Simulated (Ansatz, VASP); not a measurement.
**InP in VASP and in Ansatz**

The input INCAR:

```
PREC = Accurate ; ENCUT = 520
EDIFF = 1E-6 ; ISMEAR = -1
SIGMA = 0.03 ; LREAL = F
LASPH = T ; NELM = 80
ALGO = Normal ; ISIF = 2
LWAVE = F ; LCHARG = F
GGA = PE ; NBANDS = 16
```

Contents of KPOINTS:

```
Automatic mesh
0
Gamma
  11 11 11
```

The input POSCAR:

```
InP
1.0
    0.0000000000      2.8550000000      2.7979000000
    2.8550000000      0.0000000000      2.7979000000
    2.8550000000      2.8550000000      0.0000000000
In P
1 1
Direct
    0.0000000000      0.0000000000      0.0000000000
    0.5000000000      0.5000000000      0.5000000000
```

Input for Ansatz:

```yaml
crystal:
  lattice:
    - [0.0, 2.855, 2.7979]
    - [2.855, 0.0, 2.7979]
    - [2.855, 2.855, 0.0]
  atoms:
    - { symbol: In, position: [0.0, 0.0, 0.0] }
    - { symbol: P, position: [0.5, 0.5, 0.5] }
kpoints:
  mp_grid: { grid: [11, 11, 11] }
  band_path:
    path:
      - [0.0, 0.0, 0.0]
      - [0.0, 0.5, 0.5]
      - [0.25, 0.75, 0.5]
      - [0.0, 0.5, 0.0]
      - [0.0, 0.0, 0.0]
      - [0.5, 0.5, 0.0]
      - [0.3801541025, 0.6198458975, 0.0]
      - [-0.3801541025, 0.3801541025, 0.0]
      - [0.0, 0.0, 0.0]
    npoints: 5
scf:
  occupations: { method: fermi_dirac, width: 0.03 }
hamiltonian:
  xc: pbe
  pseudopotentials: { kind: all_electron, lapw: { basis_error: 0.00025 } }
output:
  forces: true
  stress: true
  eigenvalues: true
```

Change from the starting cell: zz strain of -2 %.

Alike in both runs: task single point; functional PBE; k mesh 11 × 11 × 11; occupations fermi-dirac, width 0.03 eV; no spin polarisation.

|  | VASP | Ansatz |
| --- | --- | --- |
| version | VASP 6.6.1 | Ansatz 0.2.0 |
| potentials or method | VASP PAW PBE potentials, release 64 (In_d, P), cutoff 520 eV | all-electron LAPW, scalar-relativistic |

|  | VASP | Ansatz | Ansatz less VASP |
| --- | --- | --- | --- |
| pressure (GPa) | -4.4 | -4.3 | +0.05 |
| traceless stress, the component that is largest in VASP (GPa) | 1.27 | 1.28 | +0.006 |

Ansatz ran all-electron here, and VASP with PAW potentials.
